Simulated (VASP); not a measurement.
Bi, 1 atom in the cell. The structure is cubic, space group Pm-3m (No. 221). Conventional cell: a = 3.164 Å, b = 3.164 Å, c = 3.164 Å, α = 90.00°, β = 90.00°, γ = 90.00°. Bi (site symmetry m-3m) has 6 Bi at 3.16 Å within 4.2 Å. 

| Property | Result |
| --- | --- |
| Program | VASP 6.6.1 |
| Task | single point |
| Functional | PBE |
| Potentials or basis | VASP PAW PBE potentials, release 64 (Bi_d) |
| Cutoff | 520 eV |
| k mesh | 12 × 12 × 12 |
| Occupations | fermi-dirac, width 0.08 eV |
| Spin | no spin polarisation |
| Dipole correction | no |
| Further INCAR settings | ALGO = Normal; EDIFF = 1e-06; NBANDS = 14 |

Potentials or basis: VASP PAW PBE potentials, release 64 (Bi_d).

The run is started by

```bash
$ cat potpaw_PBE.64/Bi_d/POTCAR > POTCAR
$ mpirun -np 1 vasp_std > vasp.out
```

Hardware: 1 thread of AMD EPYC 9R14 (Zen 4), with other jobs on the host.

Problem. How long does it take, and how much memory?

Solution. Run time: 20 s on 1 thread of AMD EPYC 9R14 (Zen 4), on a shared host, peak memory 0.13 GiB. Counts: scf iterations 11, k points 84.
